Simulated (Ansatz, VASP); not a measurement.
**CdF2 in VASP and in Ansatz**

```
Cd F
1.0
     0.00000    2.65555    2.87729
     2.65555    0.00000    2.87729
     2.65555    2.65555    0.00000
Cd F
1 2
Direct
  0.00000 0.00000 0.00000
  0.25000 0.25000 0.25000
  0.75000 0.75000 0.75000
```

Alike in both runs: task single point; functional PBEsol; k mesh 8 × 8 × 8; occupations gaussian, width 0.05 eV; no spin polarisation.

|  | VASP | Ansatz |
| --- | --- | --- |
| version | VASP 6.6.1 | Ansatz 0.2.0 |
| potentials or method | VASP PAW PBE potentials, release 64 (Cd, F), cutoff 520 eV | scalar-relativistic, plane waves, PAW |
| valence electrons in the cell | 26 | 34 |

Ansatz gave:

```
gap on the k mesh at the Fermi level (eV)                     : 2.65
least direct gap on the mesh (eV)                             : 3.15
pressure (GPa)                                                : -3.9
traceless stress, the component that is largest in VASP (GPa) : -5.81
```

Q: Estimate VASP's values.

A: gap on the k mesh at the Fermi level (eV): 2.62; least direct gap on the mesh (eV): 3.13; pressure (GPa): -3.3; traceless stress, the component that is largest in VASP (GPa): -5.72.

VASP's potentials were made for PBE, not for PBEsol. VASP's potentials hold 26 valence electrons a cell and Ansatz's 34, so a difference there can come from the potentials and not from the codes.
